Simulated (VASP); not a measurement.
# B (Pnnm) in VASP: single point with PBE

Aim: the single point of B with PBE.

Everything below comes from runs of VASP 6.6.1. Logs are shortened: lines on timing, memory, paths and dates and some standing lists are left out, and cuts for length are marked.

**1. The cell of the first run**

Symmetry: Pnnm, No. 58, orthorhombic system. Conventional cell: a = 4.122 Å, b = 4.200 Å, c = 3.417 Å, α = 90.00°, β = 90.00°, γ = 90.00°. Within 2.3 Å of B (site symmetry 2) lie 6 B at 1.70 to 1.82 Å. B (site symmetry m) has 5 B at 1.67 to 1.82 Å within 2.2 Å.

The cell was built from a structure type or drawn by symmetry, and may not be a known phase.

**2. Single point, PBE**

File INCAR:

```
SYSTEM = B
ALGO     = Normal         ! electronic algorithm
EDIFF    = 1E-6           ! SCF threshold, eV
ENCUT    = 500            ! plane-wave cutoff, eV
GGA      = PE             ! functional
GGA_COMPAT= .False.      
ISIF     = 2              ! what is computed and relaxed
ISMEAR   = 0              ! smearing method
LASPH    = .True.         ! aspherical terms in the spheres
LCHARG   = .False.        ! write CHGCAR
LREAL    = .False.        ! projectors in reciprocal space
LWAVE    = .False.        ! write WAVECAR
NBANDS   = 22             ! bands
NELM     = 120            ! most SCF steps
PREC     = Accurate       ! precision mode
SIGMA    = 0.1            ! smearing width, eV
```

File KPOINTS:

```
k-points
0
Gamma
  4 4 6
  0 0 0
```

File POSCAR:

```
B
1.0
    4.1216299955      0.0000000000      0.0000000000
    0.0000000000      4.1995869999      0.0000000000
    0.0000000000      0.0000000000      3.4165746128
B
8
Direct
    0.0000000000      0.0000000000      0.7495137061
    0.5000000000      0.5000000000      0.7504862939
    0.0000000000      0.0000000000      0.2504862939
    0.5000000000      0.5000000000      0.2495137061
    0.6384762151      0.8554855377      0.0000000000
    0.3615237849      0.1445144623      0.0000000000
    0.1384762151      0.6445144623      0.5000000000
    0.8615237849      0.3554855377      0.5000000000
```

Potentials or basis: VASP PAW PBE potentials, release 64 (B).

Started as:

```sh
$ cat potpaw_PBE.64/B/POTCAR > POTCAR
$ mpirun -np 1 vasp_std > vasp.out
```

OUTCAR:

```text
SYSTEM = B
   EDIFF = 1E-6
   ENCUT = 500
   GGA = PE
   ISIF = 2
   ISMEAR = 0
   LASPH = .True.
   LREAL = .False.
   NELM = 120
   PREC = Accurate

 ion  position               nearest neighbor table
   1  0.000  0.000  0.750-   3 1.70   3 1.71   7 1.81   8 1.81   5 1.82   6 1.82
   2  0.500  0.500  0.750-   4 1.70   4 1.71   6 1.81   5 1.81   8 1.82   7 1.82
   3  0.000  0.000  0.250-   1 1.70   1 1.71   8 1.81   7 1.81   6 1.82   5 1.82
   4  0.500  0.500  0.250-   2 1.70   2 1.71   5 1.81   6 1.81   7 1.82   8 1.82
   5  0.638  0.855  0.000-   6 1.67   4 1.81   2 1.81   1 1.82   3 1.82
   6  0.362  0.145  0.000-   5 1.67   4 1.81   2 1.81   1 1.82   3 1.82
   7  0.138  0.645  0.500-   8 1.67   3 1.81   1 1.81   4 1.82   2 1.82
   8  0.862  0.355  0.500-   7 1.67   3 1.81   1 1.81   4 1.82   2 1.82

  LATTYP: Found a simple orthorhombic cell.
 ALAT       =     3.4165746128
 B/A-ratio  =     1.2063632329
 C/A-ratio  =     1.2291805319

  Lattice vectors:

 A1 = (   0.0000000000,   0.0000000000,   3.4165746128)
 A2 = (   4.1216299955,   0.0000000000,   0.0000000000)
 A3 = (   0.0000000000,   4.1995869999,   0.0000000000)

Analysis of symmetry for initial positions (statically):
=====================================================================
 Subroutine PRICEL returns:
 Original cell was already a primitive cell.

 Routine SETGRP: Setting up the symmetry group for a
 simple orthorhombic supercell.

 Subroutine GETGRP returns: Found  8 space group operations
 (whereof  4 operations were pure point group operations)
 out of a pool of  8 trial point group operations.

The static configuration has the point symmetry C_2h.
 The point group associated with its full space group is D_2h.

Analysis of symmetry for dynamics (positions and initial velocities):
=====================================================================
 Subroutine PRICEL returns:
 Original cell was already a primitive cell.

 Routine SETGRP: Setting up the symmetry group for a
 simple orthorhombic supercell.

 Subroutine GETGRP returns: Found  8 space group operations
 (whereof  4 operations were pure point group operations)
 out of a pool of  8 trial point group operations.

The dynamic configuration has the point symmetry C_2h.
 The point group associated with its full space group is D_2h.

 Subroutine INISYM returns: Found  8 space group operations
 (whereof  4 operations are pure point group operations),
 and found     1 'primitive' translations

[... 113 lines left out ...]
   ISYM   =      2    0-nonsym 1-usesym 2-fastsym
   POTIM  = 0.5000    time-step for ionic-motion
   TEBEG  =    0.0;   TEEND  =   0.0 temperature during run
   PSTRESS=    0.0 pullay stress
   NELECT =      24.0000    total number of electrons
   NUPDOWN=      -1.0000    fix difference up-down
   EMIN   =  10.00;   EMAX   =-10.00  energy-range for DOS
   EFERMI =   0.00;   METHOD = LEGACY
   ISMEAR =     0;   SIGMA  =   0.10  broadening in eV -4-tet -1-fermi 0-gaus
   EFERMI_NEDOS =   21; number of points for ismear=-14 and -15
   IALGO  =     38    algorithm
   IMIX   =      4    mixing-type and parameters
     AMIX     =   0.40;   BMIX     =  1.00
     AMIX_MAG =   1.60;   BMIX_MAG =  1.00
  volume/ion in A,a.u.               =       7.39        49.89
  Fermi-wavevector in a.u.,A,eV,Ry     =   1.212057  2.290456 19.988080  1.469082
  Thomas-Fermi vector in A             =   2.347553
   LORBIT       =      0    0 simple, 1 ext, 2 COOP (PROOUT), +10 PAW based schemes
   GGA     = PE    functional components
   LHFCALC =     F    Hartree Fock is set to
   AEXX    =    0.0000 exact exchange contribution
   IVDW    =     0    specifies the selected vdW correction
   LEPSILON=     F    determine dielectric tensor
   LRPA    =     F    only Hartree local field effects (RPA)
 non-spin polarized calculation
 Gauss-broadening in eV      SIGMA  =   0.10
  energy-cutoff  :      500.00
  volume of cell :       59.14
 maximum number of plane-waves:      1524
   NGX = 15   NGY = 15   NGZ = 13

 number of electron      24.0000000 magnetization

 Free energy of the ion-electron system (eV)
  ---------------------------------------------------
  ext. energy  EPLUGINS =         0.00000000
  ---------------------------------------------------
  free energy    TOTEN  =       -50.06850465 eV

  energy without entropy =      -50.05554195  energy(sigma->0) =      -50.06202330

 E-fermi :   5.5246     XC(G=0): -11.6224

 val. band max:        5.5203650702   @ k =   0.2500   0.5000   0.3333
 cond. band min:       5.5612583036   @ k =   0.5000   0.5000   0.0000
 fundamental gap:      0.0408932334
 Fermi energy:         5.5246355838

 k-point     1 :       0.0000    0.0000    0.0000
  band No.  band energies     occupation
      1      -9.3503      2.00000
      2      -4.4512      2.00000
      3      -2.6631      2.00000
      4      -2.4573      2.00000
      5      -1.9809      2.00000
      6       0.3880      2.00000
[... 589 lines left out ...]
     21      16.0242      0.00000
     22      16.0242      0.00000

 [... further k-points ...]

------------------------ aborting loop because EDIFF is reached ----------------------------------------

  FORCE on cell =-STRESS in cart. coord.  units (eV):
  Direction    XX          YY          ZZ          XY          YZ          ZX
  --------------------------------------------------------------------------------------
  -------------------------------------------------------------------------------------
  Total        0.1039520      0.0749891      0.0205838      0.0000000      0.0000000      0.0000000
  in kB        2.8162864      2.0316187      0.5576593      0.0000000      0.0000000      0.0000000
  external PRESSURE =       1.8018548 kB  Pullay stress =       0.0000000 kB

 VOLUME and BASIS-vectors are now :
 -----------------------------------------------------------------------------
  energy-cutoff  :      500.00
  volume of cell :       59.14
      direct lattice vectors                 reciprocal lattice vectors
     4.121629996  0.000000000  0.000000000     0.242622458  0.000000000  0.000000000
     0.000000000  4.199587000  0.000000000     0.000000000  0.238118653  0.000000000
     0.000000000  0.000000000  3.416574613     0.000000000  0.000000000  0.292690813

 POSITION                                       TOTAL-FORCE (eV/Angst)
 -----------------------------------------------------------------------------------
      0.00000      0.00000      2.56077         0.000000      0.000000     -0.012690
      2.06081      2.09979      2.56409         0.000000      0.000000      0.012690
      0.00000      0.00000      0.85581         0.000000      0.000000      0.012690
      2.06081      2.09979      0.85248         0.000000      0.000000     -0.012690
      2.63156      3.59269      0.00000         0.007964      0.011500      0.000000
      1.49007      0.60690      0.00000        -0.007964     -0.011500      0.000000
      0.57075      2.70669      1.70829         0.007964     -0.011500      0.000000
      3.55088      1.49289      1.70829        -0.007964      0.011500      0.000000
 -----------------------------------------------------------------------------------
    total drift:                               -0.000000      0.000000      0.000000

  FREE ENERGIE OF THE ION-ELECTRON SYSTEM (eV)
  ---------------------------------------------------
  free  energy   TOTEN  =       -50.0685046496 eV

  energy  without entropy=      -50.0555419507  energy(sigma->0) =      -50.06202330
```

OSZICAR:

```text
N       E                     dE             d eps       ncg     rms          rms(c)
DAV:   1     0.325595037638E+02    0.32560E+02   -0.10834E+04  1584   0.960E+02
DAV:   2    -0.490623519366E+02   -0.81622E+02   -0.78375E+02  2110   0.184E+02
DAV:   3    -0.518518471170E+02   -0.27895E+01   -0.27575E+01  2106   0.279E+01
DAV:   4    -0.518663440773E+02   -0.14497E-01   -0.14492E-01  2012   0.214E+00
DAV:   5    -0.518664294441E+02   -0.85367E-04   -0.85363E-04  2060   0.160E-01    0.813E+00
DAV:   6    -0.505335807747E+02    0.13328E+01   -0.79448E-01  1866   0.438E+00    0.459E+00
DAV:   7    -0.500669012204E+02    0.46668E+00   -0.88134E-01  1886   0.466E+00    0.825E-01
DAV:   8    -0.500681882934E+02   -0.12871E-02   -0.42121E-02  2048   0.114E+00    0.249E-01
DAV:   9    -0.500685184484E+02   -0.33016E-03   -0.32250E-03  1900   0.310E-01    0.900E-02
DAV:  10    -0.500684858582E+02    0.32590E-04   -0.51749E-04  1886   0.122E-01    0.201E-02
DAV:  11    -0.500685042106E+02   -0.18352E-04   -0.53898E-05  1930   0.414E-02    0.712E-03
DAV:  12    -0.500685046496E+02   -0.43899E-06   -0.51810E-06  1912   0.127E-02
   1 F= -.50068505E+02 E0= -.50062023E+02  d E =-.129627E-01
```

It took 47 s on 1 thread of AMD EPYC 7R13, shared host; peak memory 0.14 GiB.

Results:

```yaml
Free_energy: -50.0685 eV
Pressure: 0.2 GPa
Largest_force: 0.014 eV/Å
Band_gap_on_the_k_mesh: zero (bands 12 and 13 overlap by 2.16 eV)
```

Forces on the atoms (eV/Å):
```
B    0.000  0.000 -0.013
B    0.000  0.000  0.013
B    0.000  0.000  0.013
B    0.000  0.000 -0.013
B    0.008  0.011  0.000
B   -0.008 -0.011  0.000
B    0.008 -0.011  0.000
B   -0.008  0.011  0.000
```

Caveat: the k points lie up to 0.38 Å⁻¹ apart, too coarse for converged energies and pressures of a metal.
